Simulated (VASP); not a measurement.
A run of VASP 6.6.1 is set up as follows.

File POSCAR:

```
Al2O3
1.0
    2.3793611047      1.3737247743      4.3315925792
   -2.3793611047      1.3737247743      4.3315925792
    0.0000000000     -2.7474495486      4.3315925792
Al O
4 6
Direct
    0.1480885927      0.1480885927      0.1480885927
    0.3519114073      0.3519114073      0.3519114073
    0.6480885927      0.6480885927      0.6480885927
    0.8519114073      0.8519114073      0.8519114073
    0.9436338431      0.5563661569      0.2500000000
    0.4436338431      0.7500000000      0.0563661569
    0.5563661569      0.2500000000      0.9436338431
    0.2500000000      0.9436338431      0.5563661569
    0.7500000000      0.0563661569      0.4436338431
    0.0563661569      0.4436338431      0.7500000000
```

The input INCAR.step1:

```
SYSTEM = Al2O3
PREC = Accurate ; ENCUT = 520
ISMEAR = -1 ; SIGMA = 0.02
LREAL = .FALSE. ; LASPH = .TRUE.
NELM = 80 ; NBANDS = 35
GGA = PE ; ALGO = Normal
EDIFF = 1E-4 ; LWAVE = .TRUE.
LCHARG = .FALSE.
```

INCAR.step2

```
SYSTEM = Al2O3
PREC = Accurate ; ENCUT = 520
EDIFF = 1E-6 ; ISMEAR = -1
SIGMA = 0.02 ; LREAL = .FALSE.
LASPH = .TRUE. ; NELM = 80
ALGO = Normal ; ISIF = 2
LWAVE = .FALSE. ; LCHARG = .FALSE.
METAGGA = R2SCAN ; LMIXTAU = .TRUE.
NBANDS = 35 ; ISTART = 1
```

File KPOINTS:

```
regular mesh
0
G
  6 6 6
  0 0 0
```

Potentials or basis: VASP PAW PBE potentials, release 64 (Al, O).

The run is started by

```sh
$ cat potpaw_PBE.64/Al/POTCAR potpaw_PBE.64/O/POTCAR > POTCAR
$ cp INCAR.step1 INCAR
$ mpirun -np 1 vasp_std > vasp.out
$ cp INCAR.step2 INCAR
$ mpirun -np 1 vasp_std > vasp.out
```

(1) Predict the pressure.

(2) Predict the band gap on the k mesh.

(3) What does it give for the largest force?

Answers

(1) -0.5 GPa.

(2) 7.16 eV.

(3) 0.019 eV/Å.

Caveat: the PAW data sets were made with another functional, which shifts forces and pressure a little.
